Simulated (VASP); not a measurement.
Crystal: FeSiS.

```
Si Fe S
1.0
     3.41686    0.00000    0.00000
     0.00000    3.41686    0.00000
     0.00000    0.00000    7.57198
Si Fe S
2 2 2
Direct
  0.00000 0.00000 0.00000
  0.50000 0.50000 0.00000
  0.00000 0.50000 0.27700
  0.50000 0.00000 0.72300
  0.00000 0.50000 0.62200
  0.50000 0.00000 0.37800
```

Base run:

```yaml
Program: VASP 6.6.1
Functional: PBEsol
Potentials_or_basis: VASP PAW PBE potentials, release 64 (Si, Fe, S)
Cutoff: 520 eV
k_mesh: 7 × 7 × 3
Occupations: methfessel-paxton, width 0.0709 eV
Spin: collinear spin, antiferromagnetic start
Starting_moments: "[0.0, 0.0, 4.0, -4.0, 0.0, 0.0] μB"
Hubbard_terms: Fe d U = 1.91 eV
```

Its results: pressure -3.6 GPa; net moment 0.00 μB per cell; site moments Si +0.00; Fe +3.23, -3.23; S -0.10, +0.10 μB; largest force 0.158 eV/Å.

**Question.** The run is repeated on the same cell with these changes: spin from collinear spin, antiferromagnetic start to collinear spin, ferromagnetic start; moments at the start from [0.0, 0.0, 4.0, -4.0, 0.0, 0.0] to [0.0, 0.0, 4.0, 4.0, 0.0, 0.0]. What comes out?

**Answer.** Pressure -3.7 GPa; net moment 7.08 μB per cell; site moments Si +0.03; Fe +3.29; S +0.14 μB; largest force 0.402 eV/Å.

Caveats: the cell stands under tension; the PAW data sets were made with another functional, which shifts forces and pressure a little.
